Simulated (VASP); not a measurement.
# Ti (Amm2) in VASP: notebook

Runs on Ti. Level: PBE. Tasks: single point.

Program: VASP 6.6.1. These are calculated values, not measurements. Logs are shortened: lines on timing, memory, paths and dates and some standing lists are left out, and cuts for length are marked.

## (1) The cell of the first run

The structure is orthorhombic, space group Amm2 (No. 38). Conventional cell: a = 2.832 Å, b = 4.579 Å, c = 7.931 Å, α = 90.00°, β = 90.00°, γ = 90.00°. Within 3.6 Å of Ti (site symmetry mm2) lie 14 Ti at 2.70 to 3.30 Å. Ti (site symmetry mm2) has 11 Ti at 2.64 to 3.30 Å within 3.5 Å. Ti (site symmetry mm2) has 11 Ti at 2.64 to 3.16 Å within 3.5 Å.

## (2) Single point, PBE (atoms displaced along a vibrational mode)

INCAR reads:

```
SYSTEM = Ti
PREC     = Accurate       ! precision mode
ENCUT    = 500            ! plane-wave cutoff, eV
EDIFF    = 1E-6           ! SCF threshold, eV
ISMEAR   = 0              ! smearing method
SIGMA    = 0.15           ! smearing width, eV
LREAL    = .FALSE.        ! projectors in reciprocal space
LASPH    = .TRUE.         ! aspherical terms in the spheres
NELM     = 120            ! most SCF steps
ALGO     = Normal         ! electronic algorithm
ISIF     = 2              ! what is computed and relaxed
LWAVE    = .FALSE.        ! write WAVECAR
LCHARG   = .FALSE.        ! write CHGCAR
GGA      = PE             ! functional
NBANDS   = 25             ! bands
GGA_COMPAT= .FALSE.
```

KPOINTS reads:

```
Automatic mesh
0
G
  12 12 14
  0 0 0
```

POSCAR reads:

```
Ti
1.0
    4.5790987804      0.0000000000      0.0000000000
   -2.2895493902      3.9656158702      0.0000000000
    0.0000000000      0.0000000000      2.8317615649
Ti
3
Direct
   -0.0284949435     -0.0569898869      0.0000000000
    0.3475808051      0.6951616101      0.5000000000
    0.6809141384      0.3618282768      0.5000000000
```

Potentials or basis: VASP PAW PBE potentials, release 64 (Ti_sv).

Run with:

```sh
$ cat potpaw_PBE.64/Ti_sv/POTCAR > POTCAR
$ mpirun -np 1 vasp_std > vasp.out
```

OUTCAR:

```text
SYSTEM = Ti
   PREC = Accurate
   ENCUT = 500
   EDIFF = 1E-6
   ISMEAR = 0
   LREAL = .FALSE.
   LASPH = .TRUE.
   NELM = 120
   ISIF = 2
   GGA = PE

 ion  position               nearest neighbor table
   1  0.972  0.943  0.000-   3 2.70   3 2.70   2 2.87   2 2.87   2 2.87   2 2.87
   2  0.348  0.695  0.500-   3 2.64   3 2.64   3 2.64   1 2.87   1 2.87   1 2.87   1 2.87
   3  0.681  0.362  0.500-   2 2.64   2 2.64   2 2.64   1 2.70   1 2.70

  LATTYP: Found a hexagonal cell.
 ALAT       =     4.5790987804
 C/A-ratio  =     0.6184102376

  Lattice vectors:

 A1 = (   4.5790987804,   0.0000000000,   0.0000000000)
 A2 = (  -2.2895493902,   3.9656158702,   0.0000000000)
 A3 = (   0.0000000000,   0.0000000000,   2.8317615649)

Analysis of symmetry for initial positions (statically):
=====================================================================
 Subroutine PRICEL returns:
 Original cell was already a primitive cell.

 Routine SETGRP: Setting up the symmetry group for a
 hexagonal supercell.

 Subroutine GETGRP returns: Found  4 space group operations
 (whereof  4 operations were pure point group operations)
 out of a pool of 24 trial point group operations.

The static configuration has the point symmetry C_2v.

Analysis of symmetry for dynamics (positions and initial velocities):
=====================================================================
 Subroutine PRICEL returns:
 Original cell was already a primitive cell.

 Routine SETGRP: Setting up the symmetry group for a
 hexagonal supercell.

 Subroutine GETGRP returns: Found  4 space group operations
 (whereof  4 operations were pure point group operations)
 out of a pool of 24 trial point group operations.

The dynamic configuration has the point symmetry C_2v.

 Subroutine INISYM returns: Found  4 space group operations
 (whereof  4 operations are pure point group operations),
 and found     1 'primitive' translations

----------------------------------------------------------------------------------------

                                     Primitive cell

  volume of cell :      51.4218

  direct lattice vectors                    reciprocal lattice vectors
     4.579098780  0.000000000  0.000000000     0.218383583  0.126083821  0.000000000
    -2.289549390  3.965615870  0.000000000     0.000000000  0.252167641  0.000000000
     0.000000000  0.000000000  2.831761565     0.000000000  0.000000000  0.353137076

  length of vectors
     4.579098780  4.579098780  2.831761565     0.252167641  0.252167641  0.353137076

  position of ions in fractional coordinates (direct lattice)
     0.971505056  0.943010113  0.000000000
     0.347580805  0.695161610  0.500000000
     0.680914138  0.361828277  0.500000000

  ion indices of the primitive-cell ions
   primitive index   ion index
                 1           1
                 2           2
                 3           3

----------------------------------------------------------------------------------------

 KPOINTS: Automatic mesh

Automatic generation of k-mesh.
 Grid dimensions read from file:
 generate k-points for:   12   12   14

 Generating k-lattice:

  Cartesian coordinates                     Fractional coordinates (reciprocal lattice)
     0.018198632  0.010506985  0.000000000     0.083333333  0.000000000  0.000000000
     0.000000000  0.021013970  0.000000000     0.000000000  0.083333333  0.000000000
     0.000000000  0.000000000  0.025224077     0.000000000  0.000000000  0.071428571

  Length of vectors
     0.021013970  0.021013970  0.025224077

  Shift w.r.t. Gamma in fractional coordinates (k-lattice)
     0.000000000  0.000000000  0.000000000

 Subroutine IBZKPT returns following result:
 ===========================================

 Found    344 irreducible k-points:

 Following reciprocal coordinates:
            Coordinates               Weight
  0.000000  0.000000  0.000000      1.000000
  0.083333 -0.000000  0.000000      4.000000
  0.000000  0.083333  0.000000      2.000000
  0.166667  0.000000  0.000000      4.000000
  0.000000  0.166667  0.000000      2.000000
  0.250000 -0.000000  0.000000      4.000000
[... 16 lines left out ...]
 -0.083333  0.416667  0.000000      4.000000
 -0.416667  0.333333  0.000000      4.000000
 [... further k-points ...]
   k-points           NKPTS =    344   k-points in BZ     NKDIM =    344   number of bands    NBANDS=     25
   number of dos      NEDOS =    301   number of ions     NIONS =      3
   total plane-waves  NPLWV =  31104
   dimension x,y,z NGX =    36 NGY =   36 NGZ =   24
   dimension x,y,z NGXF=    72 NGYF=   72 NGZF=   48
   ions per type =               3
   NGX,Y,Z   is equivalent  to a cutoff of  13.07, 13.07, 14.09 a.u.
   NGXF,Y,Z  is equivalent  to a cutoff of  26.14, 26.14, 28.18 a.u.
 SYSTEM =  Ti
   PREC   = accura    normal or accurate (medium, high low for compatibility)
   ISTART =      0    job   : 0-new  1-cont  2-samecut
   ICHARG =      2    charge: 1-file 2-atom 10-const
   ISPIN  =      1    spin polarized calculation?
   LNONCOLLINEAR =      F non collinear calculations
   LSORBIT =      F    spin-orbit coupling
   LASPH  =      T    aspherical Exc in radial PAW
   ENCUT  =  500.0 eV  36.75 Ry    6.06 a.u.   8.35  8.35  5.16*2*pi/ulx,y,z
   NELM   =    120;   NELMIN=  2; NELMDL= -5     # of ELM steps
   EDIFF  = 0.1E-05   stopping-criterion for ELM
   LREAL  =      F    real-space projection
   EDIFFG = 0.1E-04   stopping-criterion for IOM
   NSW    =      0    number of steps for IOM
   IBRION =     -1    ionic relax: 0-MD 1-quasi-New 2-CG
   NFREE  =      0    steps in history (QN), initial steepest desc. (CG)
   ISIF   =      2    stress and relaxation
   ISYM   =      2    0-nonsym 1-usesym 2-fastsym
   POTIM  = 0.5000    time-step for ionic-motion
   TEBEG  =    0.0;   TEEND  =   0.0 temperature during run
   PSTRESS=    0.0 pullay stress
   NELECT =      36.0000    total number of electrons
   NUPDOWN=      -1.0000    fix difference up-down
   EMIN   =  10.00;   EMAX   =-10.00  energy-range for DOS
   EFERMI =   0.00;   METHOD = LEGACY
   ISMEAR =     0;   SIGMA  =   0.15  broadening in eV -4-tet -1-fermi 0-gaus
   EFERMI_NEDOS =   21; number of points for ismear=-14 and -15
   IALGO  =     38    algorithm
   IMIX   =      4    mixing-type and parameters
     AMIX     =   0.40;   BMIX     =  1.00
     AMIX_MAG =   1.60;   BMIX_MAG =  1.00
  volume/ion in A,a.u.               =      17.14       115.67
  Fermi-wavevector in a.u.,A,eV,Ry     =   1.453650  2.747000 28.750452  2.113099
  Thomas-Fermi vector in A             =   2.570892
   LORBIT       =      0    0 simple, 1 ext, 2 COOP (PROOUT), +10 PAW based schemes
   GGA     = PE    functional components
   LHFCALC =     F    Hartree Fock is set to
   AEXX    =    0.0000 exact exchange contribution
   IVDW    =     0    specifies the selected vdW correction
   LEPSILON=     F    determine dielectric tensor
   LRPA    =     F    only Hartree local field effects (RPA)
 non-spin polarized calculation
 Gauss-broadening in eV      SIGMA  =   0.15
  energy-cutoff  :      500.00
  volume of cell :       51.42
 maximum number of plane-waves:      1330
 NGX is ok and might be reduce to    36
   NGX = 17   NGY = 17   NGZ = 11

 number of electron      35.9999986 magnetization

 Free energy of the ion-electron system (eV)
  ---------------------------------------------------
  ext. energy  EPLUGINS =         0.00000000
  ---------------------------------------------------
  free energy    TOTEN  =       -23.30907051 eV

  energy without entropy =      -23.27930741  energy(sigma->0) =      -23.29418896

 E-fermi :   8.3375     XC(G=0): -11.5292

 val. band max:        8.3367360538   @ k =   0.4167  -0.0000   0.0714
 cond. band min:       8.3388682313   @ k =  -0.3333   0.2500   0.0000
 fundamental gap:      0.0021321775
 Fermi energy:         8.3375017258

 k-point     1 :       0.0000    0.0000    0.0000
  band No.  band energies     occupation
      1     -48.4522      2.00000
      2     -48.2562      2.00000
      3     -48.1193      2.00000
      4     -24.9057      2.00000
      5     -24.8854      2.00000
      6     -24.6427      2.00000
[... 17 lines left out ...]
     24       9.8959      0.00000
     25      10.6333      0.00000

 k-point     2 :       0.0833   -0.0000    0.0000
  band No.  band energies     occupation
      1     -48.4502      2.00000
      2     -48.2557      2.00000
      3     -48.1220      2.00000
      4     -24.9393      2.00000
      5     -24.8471      2.00000
      6     -24.6856      2.00000
[... 17 lines left out ...]
     24       9.9599      0.00000
     25      10.4714      0.00000

 k-point     3 :       0.0000    0.0833    0.0000
  band No.  band energies     occupation
      1     -48.4505      2.00000
      2     -48.2553      2.00000
      3     -48.1220      2.00000
      4     -24.9087      2.00000
      5     -24.8969      2.00000
      6     -24.6270      2.00000
[... 17 lines left out ...]
     24       9.8486      0.00000
     25      10.7007      0.00000

 k-point     4 :       0.1667    0.0000    0.0000
  band No.  band energies     occupation
      1     -48.4447      2.00000
      2     -48.2538      2.00000
      3     -48.1297      2.00000
      4     -24.9693      2.00000
      5     -24.8154      2.00000
      6     -24.7010      2.00000
[... 17 lines left out ...]
     24      10.1591      0.00000
     25      10.4550      0.00000

 k-point     5 :       0.0000    0.1667    0.0000
  band No.  band energies     occupation
      1     -48.4459      2.00000
      2     -48.2524      2.00000
      3     -48.1298      2.00000
      4     -24.9240      2.00000
      5     -24.9103      2.00000
      6     -24.5936      2.00000
[... 17 lines left out ...]
     24       9.8913      0.00000
     25      10.8574      0.00000

 k-point     6 :       0.2500   -0.0000    0.0000
  band No.  band energies     occupation
      1     -48.4371      2.00000
      2     -48.2500      2.00000
      3     -48.1414      2.00000
      4     -24.9881      2.00000
      5     -24.8091      2.00000
      6     -24.6753      2.00000
[... 17 lines left out ...]
     24      10.4592      0.00000
     25      10.6130      0.00000
[... 393 lines left out ...]
 k-point    21 :      -0.3333    0.2500    0.0000
  band No.  band energies     occupation
      1     -48.4318      2.00000
      2     -48.2472      2.00000
      3     -48.1498      2.00000
      4     -24.9945      2.00000
      5     -24.7964      2.00000
      6     -24.6644      2.00000
[... 17 lines left out ...]
     24      10.6807      0.00000
     25      10.6897      0.00000

 k-point    22 :       0.3333    0.0833    0.0000
  band No.  band energies     occupation
      1     -48.4263      2.00000
      2     -48.2388      2.00000
      3     -48.1641      2.00000
      4     -24.9949      2.00000
      5     -24.8015      2.00000
      6     -24.6433      2.00000
[... 17 lines left out ...]
     24      10.6626      0.00000
     25      10.9352      0.00000

 k-point    23 :      -0.0833    0.4167    0.0000
  band No.  band energies     occupation
      1     -48.4299      2.00000
      2     -48.2329      2.00000
      3     -48.1663      2.00000
      4     -24.9824      2.00000
      5     -24.8600      2.00000
      6     -24.5895      2.00000
[... 17 lines left out ...]
     24      10.5664      0.00000
     25      10.7346      0.00000

 k-point    24 :      -0.4167    0.3333    0.0000
  band No.  band energies     occupation
      1     -48.4253      2.00000
      2     -48.2404      2.00000
      3     -48.1636      2.00000
      4     -24.9995      2.00000
      5     -24.7850      2.00000
      6     -24.6410      2.00000
[... 17 lines left out ...]
     24      10.6765      0.00000
     25      11.1431      0.00000

 [... further k-points ...]

------------------------ aborting loop because EDIFF is reached ----------------------------------------

  FORCE on cell =-STRESS in cart. coord.  units (eV):
  Direction    XX          YY          ZZ          XY          YZ          ZX
  --------------------------------------------------------------------------------------
  -------------------------------------------------------------------------------------
  Total        0.7380012      1.5812828      0.2263703      0.0000000      0.0000000      0.0000000
  in kB       22.9943077     49.2688921      7.0531442      0.0000000      0.0000000      0.0000000
  external PRESSURE =      26.4387813 kB  Pullay stress =       0.0000000 kB

 VOLUME and BASIS-vectors are now :
 -----------------------------------------------------------------------------
  energy-cutoff  :      500.00
  volume of cell :       51.42
      direct lattice vectors                 reciprocal lattice vectors
     4.579098780  0.000000000  0.000000000     0.218383583  0.126083821  0.000000000
    -2.289549390  3.965615870  0.000000000     0.000000000  0.252167641  0.000000000
     0.000000000  0.000000000  2.831761565     0.000000000  0.000000000  0.353137076

 POSITION                                       TOTAL-FORCE (eV/Angst)
 -----------------------------------------------------------------------------------
      2.28955      3.73962      0.00000        -0.000000      1.675604      0.000000
      0.00000      2.75674      1.41588         0.000000     -0.501933      0.000000
      2.28955      1.43487      1.41588        -0.000000     -1.173671      0.000000
 -----------------------------------------------------------------------------------
    total drift:                                0.000000      0.000500      0.000000

  FREE ENERGIE OF THE ION-ELECTRON SYSTEM (eV)
  ---------------------------------------------------
  free  energy   TOTEN  =       -23.3090705057 eV

  energy  without entropy=      -23.2793074119  energy(sigma->0) =      -23.29418896
```

Run time: 15 min. Hardware: 1 thread of Oxide Virtual Turin-like, shared host; peak memory 0.38 GiB.

Results:

```yaml
Free_energy: -23.3091 eV
Pressure: 2.6 GPa
Largest_force: 1.676 eV/Å
Band_gap_on_the_k_mesh: zero (bands 18 and 19 overlap by 0.38 eV)
```

Forces on the atoms (eV/Å):
```
Ti   0.000  1.676  0.000
Ti   0.000 -0.502  0.000
Ti   0.000 -1.174  0.000
```

Stress tensor (GPa, compression positive):
```
2.30 0.00 0.00
0.00 4.93 0.00
0.00 0.00 0.71
```

Caveat: the cell differs from its parent crystal (atoms displaced along a vibrational mode); forces of over 1 eV/Å act on the atoms, so gaps and moduli don't describe the material at rest.

## (3) Single point, PBE (atoms displaced along a vibrational mode)

INCAR reads:

```
PREC = Accurate ; ENCUT = 500
EDIFF = 1E-6 ; ISMEAR = 0
SIGMA = 0.15 ; LREAL = F
LASPH = T ; NELM = 120
ALGO = Normal ; ISIF = 2
LWAVE = F ; LCHARG = F
GGA = PE ; NBANDS = 25
GGA_COMPAT = F
```

KPOINTS reads:

```
regular mesh
0
Gamma
  12 12 14
```

POSCAR reads:

```
Ti
1.0
    4.5790987804      0.0000000000      0.0000000000
   -2.2895493902      3.9656158702      0.0000000000
    0.0000000000      0.0000000000      2.8317615649
Ti
3
Direct
   -0.0190008318     -0.0380016635      0.0000000000
    0.3428337492      0.6856674984      0.5000000000
    0.6761670825      0.3523341651      0.5000000000
```

Potentials or basis: VASP PAW PBE potentials, release 64 (Ti_sv).

Run with:

```sh
$ cat potpaw_PBE.64/Ti_sv/POTCAR > POTCAR
$ mpirun -np 1 vasp_std > vasp.out
```

It took 17 min on 1 thread of Oxide Virtual Turin-like, shared host; peak memory 0.38 GiB.

The run converged. Its results:

```yaml
Free_energy: -23.4521 eV
Pressure: 1.1 GPa
Largest_force: 0.892 eV/Å
Band_gap_on_the_k_mesh: zero (bands 18 and 19 overlap by 0.32 eV)
```

Forces in eV/Å, atoms in the order of the input:
```
Ti   0.000  0.892  0.000
Ti   0.000 -0.289  0.000
Ti   0.000 -0.603  0.000
```

Stress tensor (GPa, compression positive):
```
 0.88  0.00  0.00
 0.00  2.32  0.00
 0.00  0.00 -0.04
```

Levels at points of the mesh, in eV from the Fermi level:
```
           k point  band 15  band 16  band 17  band 18  band 19  band 20  band 21  band 22
(0.00, 0.00, 0.00)    -0.80    -0.78    -0.55    -0.54     0.01     0.82     1.29     1.41
(0.50, 0.00, 0.00)    -2.61    -0.70    -0.37    -0.25     0.18     0.61     1.00     1.11
(0.00, 0.50, 0.00)    -2.58    -0.68    -0.62    -0.15     0.41     0.63     0.99     1.14
(0.00, 0.00, 0.50)    -2.05    -1.70    -1.59    -1.55     1.06     1.07     1.23     1.24
(0.50, 0.00, 0.50)    -1.71    -1.24    -0.70    -0.54     0.37     0.90     0.93     1.11
(0.00, 0.50, 0.50)    -1.72    -1.10    -0.71    -0.58     0.50     0.82     0.86     0.93
```

Caveat: the cell differs from its parent crystal (atoms displaced along a vibrational mode).

(Continued in part 2 of 2.)
